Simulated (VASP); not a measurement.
Set up this calculation in VASP 6.6.1, as the native input.

```yaml
Task: single point
Functional: PBE
Potentials_or_basis: VASP PAW PBE potentials, release 64 (Al, Zn)
Cutoff: 520 eV
k_mesh: 10 × 10 × 10
Occupations: gaussian, width 0.1 eV
Spin: no spin polarisation
Dipole_correction: no
Further_INCAR_settings: ALGO = Fast; EDIFF = 1e-06; NBANDS = 36
```

The structure of AlZn2 lies in POSCAR:

```
AlZn2
1.0
    0.0000000000      3.6443500576      3.6443500576
    3.6443500576      0.0000000000      3.6443500576
    3.6443500576      3.6443500576      0.0000000000
Al Zn
2 4
Direct
    0.5000000000      0.5000000000      0.5000000000
    0.7500000000      0.7500000000      0.7500000000
    0.1250000000      0.1250000000      0.1250000000
    0.6250000000      0.1250000000      0.1250000000
    0.1250000000      0.1250000000      0.6250000000
    0.1250000000      0.6250000000      0.1250000000
```

The input as run:

INCAR

```
PREC = Accurate
ENCUT = 520
EDIFF = 1E-6
ISMEAR = 0
SIGMA = 0.1
LREAL = F
LASPH = T
NELM = 80
ALGO = Fast
ISIF = 2
LWAVE = F
LCHARG = T
GGA = PE
LELF = T
LVHAR = T
NBANDS = 36
```

KPOINTS

```
regular mesh
0
Gamma
  10 10 10
```

Potentials or basis: VASP PAW PBE potentials, release 64 (Al, Zn).

Launch:

```bash
$ cat potpaw_PBE.64/Al/POTCAR potpaw_PBE.64/Zn/POTCAR > POTCAR
$ mpirun -np 1 vasp_std > vasp.out
```

It gave:

```json
{
  "Pressure": "0.1 GPa",
  "Band gap on the k mesh": "zero (bands 27 and 28 overlap by 5.45 eV)"
}
```

Wall time 2.5 min on 1 thread of AMD EPYC 9R45 96-Core Processor (Zen 5), with other jobs on the host, peak memory 0.28 GiB.
